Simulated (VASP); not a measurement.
BeZn2Se3, 6 atoms in the cell. It takes space group P3m1 (No. 156, trigonal). Conventional cell: a = 3.853 Å, b = 3.853 Å, c = 9.438 Å, α = 90.00°, β = 90.00°, γ = 120.00°. Be (site symmetry 3m) has 4 Se at 2.36 Å within 3.1 Å. Zn (site symmetry 3m) has 4 Se at 2.36 Å within 3.1 Å. Within 3.1 Å of Zn (site symmetry 3m) lie 4 Se at 2.36 Å. Within 3.1 Å of Se (site symmetry 3m) lie 4 Zn at 2.36 Å. Within 3.1 Å of Se (site symmetry 3m) lie 3 Zn at 2.36 Å and 1 Be at 2.36 Å. Se (site symmetry 3m) has 3 Be at 2.36 Å and 1 Zn at 2.36 Å within 3.1 Å. 

```yaml
Program: VASP 6.6.1
Task: relaxation of cell and atoms
Functional: PBE
Potentials_or_basis: VASP PAW PBE potentials, release 64 (Be, Zn, Se)
Cutoff: 600 eV
k_mesh: 6 × 6 × 2
Occupations: gaussian, width 0.1 eV
Spin: no spin polarisation
Dipole_correction: no
Further_INCAR_settings: ALGO = Normal; EDIFF = 1e-06; IBRION = 2; EDIFFG = -0.04; NSW = 90; ISIF = 3
```

Potentials or basis: VASP PAW PBE potentials, release 64 (Be, Zn, Se).

Command:

```bash
$ cat potpaw_PBE.64/Be/POTCAR potpaw_PBE.64/Zn/POTCAR potpaw_PBE.64/Se/POTCAR > POTCAR
$ mpirun -np 1 vasp_std > vasp.out
```

Hardware: 1 thread of Intel Xeon 8259CL, on a shared host.

Estimate the wall time of this run.

Run time: 12 min on 1 thread of Intel Xeon 8259CL (shared host), peak memory 0.31 GiB. Counts: scf iterations 70, k points 14, ion steps 8.
